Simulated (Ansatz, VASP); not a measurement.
## ScAl3N4: VASP beside Ansatz

```
CELL_PARAMETERS angstrom
-3.20861 0.00000 0.00000
0.00000 5.60377 -0.00223
1.60431 -2.79986 -5.03871
ATOMIC_POSITIONS crystal
Sc 0.01300 0.34428 0.02600
Al 0.50882 0.84433 0.01764
Al 0.76151 0.42571 0.52303
Al 0.25615 0.92577 0.51231
N 0.79415 0.12555 0.58831
N 0.29772 0.63362 0.59544
N 0.55601 0.20809 0.11202
N 0.04862 0.72865 0.09725
```

Change from the starting cell: polar distortion scaled by 0.70.

Alike in both runs: task single point; functional PBEsol; k mesh 8 × 6 × 8; no spin polarisation.

|  | VASP | Ansatz |
| --- | --- | --- |
| version | VASP 6.6.1 | Ansatz 0.2.0 |
| potentials or method | VASP PAW PBE potentials, release 64 (Sc_sv, Al, N), cutoff 520 eV | scalar-relativistic, plane waves, PAW |
| occupations | gaussian, width 0.01 eV | fixed |
| valence electrons in the cell | 40 | 40 |

|  | VASP | Ansatz | Ansatz less VASP |
| --- | --- | --- | --- |
| gap on the k mesh at the Fermi level (eV) | 3.17 | 3.15 | -0.017 |
| least direct gap on the mesh (eV) | 3.17 | 3.15 | -0.017 |
| pressure (GPa) | 1.6 | 1.3 | -0.29 |
| traceless stress, the component that is largest in VASP (GPa) | -11.57 | -11.37 | +0.202 |
| rms of the force components (eV/Å) | 0.704 | 0.688 | -0.0169 |

VASP's potentials were made for PBE, not for PBEsol, and Ansatz warns of the same on its side. Atom by atom the forces differ by 0.025 eV/Å (rms over components).
